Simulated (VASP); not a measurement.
Input of a VASP 6.6.1 run:

INCAR

```
SYSTEM = Mg15ZnO16
ALGO     = Normal         ! electronic algorithm
EDIFF    = 1E-6           ! SCF threshold, eV
EDIFFG   = -0.03          ! ionic threshold
ENCUT    = 520            ! plane-wave cutoff, eV
GGA      = PS             ! functional
IBRION   = 2              ! ionic algorithm
ISIF     = 2              ! what is computed and relaxed
ISMEAR   = 0              ! smearing method
LASPH    = .True.         ! aspherical terms in the spheres
LCHARG   = .False.        ! write CHGCAR
LREAL    = Auto         
LWAVE    = .False.        ! write WAVECAR
NELM     = 100            ! most SCF steps
NSW      = 60             ! ionic steps
PREC     = Accurate       ! precision mode
SIGMA    = 0.02           ! smearing width, eV
```

Contents of KPOINTS:

```
Automatic mesh
0
Gamma
  2 2 2
  0.5 0.5 0.5
```

The input POSCAR:

```
Mg15ZnO16
1.0
    4.2140464123      4.2140464123      4.2140464123
   -4.2140464123     -4.2140464123      4.2140464123
    4.2140464123     -4.2140464123     -4.2140464123
Zn Mg O
1 15 16
Direct
    0.7500000000      0.2500000000      0.0000000000
    0.0000000000      0.0000000000      0.0000000000
    0.7500000000      0.5000000000      0.7500000000
    0.0000000000      0.2500000000      0.7500000000
    0.2500000000      0.0000000000      0.7500000000
    0.2500000000      0.7500000000      0.0000000000
    0.5000000000      0.5000000000      0.0000000000
    0.7500000000      0.0000000000      0.2500000000
    0.7500000000      0.7500000000      0.5000000000
    0.0000000000      0.5000000000      0.5000000000
    0.2500000000      0.2500000000      0.5000000000
    0.5000000000      0.0000000000      0.5000000000
    0.5000000000      0.7500000000      0.7500000000
    0.0000000000      0.7500000000      0.2500000000
    0.2500000000      0.5000000000      0.2500000000
    0.5000000000      0.2500000000      0.2500000000
    0.5000000000      0.2500000000      0.7500000000
    0.7500000000      0.0000000000      0.7500000000
    0.5000000000      0.5000000000      0.5000000000
    0.7500000000      0.2500000000      0.5000000000
    0.0000000000      0.0000000000      0.5000000000
    0.0000000000      0.7500000000      0.7500000000
    0.2500000000      0.5000000000      0.7500000000
    0.5000000000      0.0000000000      0.0000000000
    0.5000000000      0.7500000000      0.2500000000
    0.7500000000      0.5000000000      0.2500000000
    0.0000000000      0.2500000000      0.2500000000
    0.2500000000      0.0000000000      0.2500000000
    0.2500000000      0.7500000000      0.5000000000
    0.7500000000      0.7500000000      0.0000000000
    0.0000000000      0.5000000000      0.0000000000
    0.2500000000      0.2500000000      0.0000000000
```

Potentials or basis: VASP PAW PBE potentials, release 64 (Zn, Mg, O).

Command:

```console
$ cat potpaw_PBE.64/Zn/POTCAR potpaw_PBE.64/Mg/POTCAR potpaw_PBE.64/O/POTCAR > POTCAR
$ mpirun -np 1 vasp_std > vasp.out
```

Question: Predict the band gap on the k mesh.

Answer: 5.42 eV.

Question: What does it give for the energy gained by relaxing?

Answer: 1.0 meV/atom.

Step by step:
| step | energy change (eV) | largest force (eV/Å) | pressure (GPa) |
| --- | --- | --- | --- |
| 1 | 0.0000 | 0.4426 | 0.05 |
| 2 | -0.0318 | 0.0624 | -0.02 |
| 3 | -0.0318 | 0.0646 | -0.01 |
| 4 | -0.0335 | 0.0176 | -0.03 |

Caveat: the PAW data sets were made with another functional, which shifts forces and pressure a little.
